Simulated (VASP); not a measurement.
The system is Ta.

```xyz
2
Lattice="2.9400 0.0000 0.0000 -1.4700 2.5461 0.0000 0.0000 0.0000 4.8010" Properties=species:S:1:pos:R:3 pbc="T T T"
Ta    0.0000    1.6974    1.2003
Ta    1.4700    0.8487    3.6008
```

```yaml
Program: VASP 6.6.1
Task: relaxation of cell and atoms
Functional: PBE
Potentials_or_basis: VASP PAW PBE potentials, release 64 (Ta_pv)
Cutoff: 600 eV
k_mesh: 10 × 10 × 5
Occupations: gaussian, width 0.05 eV
Spin: no spin polarisation
```

At the start: pressure 8.6 GPa; volume 17.97 Å³/atom.

Q: Where does the relaxation end?

A: Over 7 steps the energy falls by 67.2 meV/atom and the volume is 18.76 Å³/atom (+4.4 %); space group P6_3/mmc (No. 194, to 0.05 Å).

Step by step:
```
step  energy change (eV)  largest force (eV/Å)  pressure (GPa)  volume (Å³)
   1              0.0000                0.0000            8.60        35.94
   2              0.0702                0.0000          -14.88        41.16
   3             -0.0689                0.0000           -2.57        38.04
   4             -0.1291                0.0000           -2.84        38.10
   5             -0.1293                0.0000           -2.81        38.10
   6             -0.1167                0.0000            5.64        36.48
   7             -0.1345                0.0000           -0.02        37.52
```

Final structure:
```xyz
2
Lattice="2.8969 0.0000 0.0000 -1.4485 2.5088 0.0000 0.0000 0.0000 5.1626" Properties=species:S:1:pos:R:3 pbc="T T T"
Ta    0.0000    1.6725    1.2906
Ta    1.4485    0.8363    3.8719
```
